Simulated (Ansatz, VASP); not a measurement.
ZrB2: VASP beside Ansatz

INCAR

```
SYSTEM = ZrB2
ALGO = Normal ; EDIFF = 1E-6
EDIFFG = -0.01 ; ENCUT = 600
GGA = RP ; IBRION = 2
ISIF = 3 ; ISMEAR = -1
IVDW = 12 ; LASPH = .TRUE.
LCHARG = .FALSE. ; LREAL = .FALSE.
LWAVE = .FALSE. ; NELM = 60
NSW = 80 ; PREC = Accurate
SIGMA = 0.05
```

File KPOINTS:

```
k-points
0
G
  10 10 8
  0 0 0
```

POSCAR

```
ZrB2
1.0
    3.1700000000      0.0000000000      0.0000000000
   -1.5850000000      2.7453005300      0.0000000000
    0.0000000000      0.0000000000      3.5330000000
Zr B
1 2
Direct
    0.0000000000      0.0000000000      0.0000000000
    0.6666666667      0.3333333333      0.5000000000
    0.3333333333      0.6666666667      0.5000000000
```

The input input.yaml:

```yaml
crystal:
  lattice:
    - [3.17, 0.0, 0.0]
    - [-1.585, 2.74530053, 0.0]
    - [0.0, 0.0, 3.533]
  atoms:
    - { symbol: Zr, position: [0.0, 0.0, 0.0] }
    - { symbol: B, position: [0.6666666667, 0.3333333333, 0.5] }
    - { symbol: B, position: [0.3333333333, 0.6666666667, 0.5] }
kpoints:
  mp_grid: { grid: [10, 10, 8] }
scf:
  occupations: { method: fermi_dirac, width: 0.05 }
hamiltonian:
  xc: rpbe
  dispersion: d3bj
  pseudopotentials: { kind: all_electron, lapw: { basis_error: 0.002 } }
output:
  forces: true
  stress: true
relax:
  f_tol: 0.01
  max_steps: 60
  cell: {}
```

Alike in both runs: task relaxation of cell and atoms; functional RPBE; dispersion D3(BJ); k mesh 10 × 10 × 8; occupations fermi-dirac, width 0.05 eV; no spin polarisation.

|  | VASP | Ansatz |
| --- | --- | --- |
| version | VASP 6.6.1 | Ansatz 0.2.0 |
| potentials or method | VASP PAW PBE potentials, release 64 (Zr_sv, B), cutoff 600 eV | all-electron LAPW, scalar-relativistic |

|  | VASP | Ansatz | Ansatz less VASP |
| --- | --- | --- | --- |
| relaxed volume (Å³/atom) | 9.05 | 9.05 | -0.003 |
| relaxed cell length with the largest relative difference (Å) | 3.047 | 3.047 | -0.0003 |

VASP's potentials were made for PBE, not for RPBE. Ansatz ran all-electron here, and VASP with PAW potentials.
